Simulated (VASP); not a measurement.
Set up this calculation in VASP 6.6.1, as the native input.

* Task: single point
* Functional: PBE
* Potentials or basis: VASP PAW PBE potentials, release 64 (Bi_d, Te)
* Cutoff: 520 eV
* k mesh: 12 × 12 × 12
* Occupations: gaussian, width 0.15 eV
* Spin: no spin polarisation
* Dipole correction: no
* Further INCAR settings: ALGO = Normal; EDIFF = 1e-06; NBANDS = 18

The structure of BiTe lies in POSCAR:

```
BiTe
1.0
    2.3621400785      1.3637822102      3.1514273568
   -2.3621400785      1.3637822102      3.1514273568
    0.0000000000     -2.7275644204      3.1514273568
Bi Te
1 1
Direct
    0.5000000000      0.5000000000      0.5000000000
    0.0000000000      0.0000000000      0.0000000000
```

This cell differs from its parent crystal: strain -0.025 along x and y, -0.050 along z.

These files were run (other wordings do the same):

INCAR

```
SYSTEM = BiTe
ALGO = Normal ; EDIFF = 1E-6
ENCUT = 520 ; GGA = PE
ISIF = 2 ; ISMEAR = 0
LASPH = .TRUE. ; LCHARG = .TRUE.
LELF = .TRUE. ; LREAL = .FALSE.
LVHAR = .TRUE. ; LWAVE = .FALSE.
NBANDS = 18 ; NELM = 100
PREC = Accurate ; SIGMA = 0.15
```

KPOINTS

```
k-points
0
G
  12 12 12
  0 0 0
```

Potentials or basis: VASP PAW PBE potentials, release 64 (Bi_d, Te).

The run is started by

```bash
$ cat potpaw_PBE.64/Bi_d/POTCAR potpaw_PBE.64/Te/POTCAR > POTCAR
$ mpirun -np 1 vasp_std > vasp.out
```

Results of the run:

- Pressure: 5.8 GPa
- Band gap on the k mesh: zero (an odd number of electrons rules out a gap without spin polarisation)

Caveat: the cell differs from its parent crystal (strain -0.025 along x and y, -0.050 along z); the cell stands under pressure; spin-orbit coupling is left out, which moves the levels of the heavy elements.

Wall time 47 s on 1 thread of Intel(R) Xeon(R) 6975P-C (Granite Rapids), with other jobs on the host, peak memory 0.33 GiB.
